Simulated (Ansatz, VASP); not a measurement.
One calculation of Ga2SiS, two programs

Contents of INCAR:

```
SYSTEM = Ga2SiS
PREC = Accurate ; ENCUT = 600
EDIFF = 1E-6 ; ISMEAR = 0
SIGMA = 0.1 ; LREAL = .FALSE.
LASPH = .TRUE. ; NELM = 100
ALGO = Normal ; ISIF = 3
LWAVE = .FALSE. ; LCHARG = .FALSE.
GGA = PE ; IBRION = 2
NSW = 100 ; EDIFFG = -0.01
```

File KPOINTS:

```
Automatic mesh
0
G
  12 12 10
  0 0 0
```

File POSCAR:

```
Ga2SiS
1.0
    3.7814874962      0.0000000000      0.0000000000
    0.0000000000      3.7814874962      0.0000000000
    0.0000000000      0.0000000000      5.2146298240
Ga Si S
2 1 1
Direct
    0.0000000000      0.5000000000      0.5000000000
    0.5000000000      0.0000000000      0.5000000000
    0.5000000000      0.5000000000      0.0000000000
    0.0000000000      0.0000000000      0.0000000000
```

Input for Ansatz:

```yaml
crystal:
  lattice:
    - [3.7814874962, 0.0, 0.0]
    - [0.0, 3.7814874962, 0.0]
    - [0.0, 0.0, 5.214629824]
  atoms:
    - { symbol: Ga, position: [0.0, 0.5, 0.5] }
    - { symbol: Ga, position: [0.5, 0.0, 0.5] }
    - { symbol: Si, position: [0.5, 0.5, 0.0] }
    - { symbol: S, position: [0.0, 0.0, 0.0] }
basis:
  ecutwfc: 420
kpoints:
  mp_grid: { grid: [12, 12, 10] }
hamiltonian:
  xc: pbe
scf:
  occupations: { method: gaussian, width: 0.1 }
output:
  forces: true
  stress: true
  eigenvalues: true
relax:
  adjacent_minimum: "off"
  f_tol: 0.01
  max_steps: 80
  cell: { stress_tol: 0.05 }
```

Change from the starting cell: species swapped into the TiAgHg2 type (P4/mmm, No. 123).

Alike in both runs: task relaxation of cell and atoms; functional PBE; k mesh 12 × 12 × 10; occupations gaussian, width 0.1 eV; no spin polarisation.

|  | VASP | Ansatz |
| --- | --- | --- |
| version | VASP 6.6.1 | Ansatz 0.2.0 |
| potentials or method | VASP PAW PBE potentials, release 64 (Ga_d, Si, S), cutoff 600 eV | scalar-relativistic, plane waves, PAW |
| valence electrons in the cell | 36 | 36 |

|  | VASP | Ansatz | Ansatz less VASP |
| --- | --- | --- | --- |
| gap on the k mesh at the Fermi level, each at its own relaxed structure (eV) | none | none | - |
| relaxed volume (Å³/atom) | 18.61 | 18.61 | +0.003 |
| relaxed cell length with the largest relative difference (Å) | 5.296 | 5.305 | +0.0090 |

A gap of «none» marks a metal or a gap that the smearing closes.
